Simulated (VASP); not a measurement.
Here is a VASP 6.6.1 calculation.

Contents of INCAR:

```
SYSTEM = AlN
PREC     = Accurate       ! precision mode
ENCUT    = 520            ! plane-wave cutoff, eV
EDIFF    = 1E-6           ! SCF threshold, eV
ISMEAR   = 0              ! smearing method
SIGMA    = 0.05           ! smearing width, eV
LREAL    = .False.        ! projectors in reciprocal space
LASPH    = .True.         ! aspherical terms in the spheres
NELM     = 60             ! most SCF steps
ALGO     = Normal         ! electronic algorithm
ISIF     = 2              ! what is computed and relaxed
LWAVE    = .False.        ! write WAVECAR
LCHARG   = .True.         ! write CHGCAR
GGA      = PE             ! functional
LELF     = .True.         ! ELF
LVHAR    = .True.       
NBANDS   = 16             ! bands
```

The input KPOINTS:

```
Automatic mesh
0
Gamma
  9 9 6
  0 0 0
```

Contents of POSCAR:

```
AlN
1.0
    3.2685239501      0.0000000000      0.0000000000
   -1.6342619751      2.8306247736      0.0000000000
    0.0000000000      0.0000000000      4.4755898448
Al N
2 2
Direct
    0.3333333333      0.6666666667      0.7500000000
    0.6666666667      0.3333333333      0.2500000000
    0.3333333333      0.6666666667      0.2500000000
    0.6666666667      0.3333333333      0.7500000000
```

Potentials or basis: VASP PAW PBE potentials, release 64 (Al, N).

Launch:

```sh
$ cat potpaw_PBE.64/Al/POTCAR potpaw_PBE.64/N/POTCAR > POTCAR
$ mpirun -np 1 vasp_std > vasp.out
```

Q: Predict the band gap on the k mesh.

A: 2.77 eV, direct.

Q: What does it give for the pressure?

A: -3.7 GPa.

Stress tensor (GPa, compression positive):
```
-0.79  0.00  0.00
 0.00 -0.79  0.00
 0.00  0.00 -9.63
```
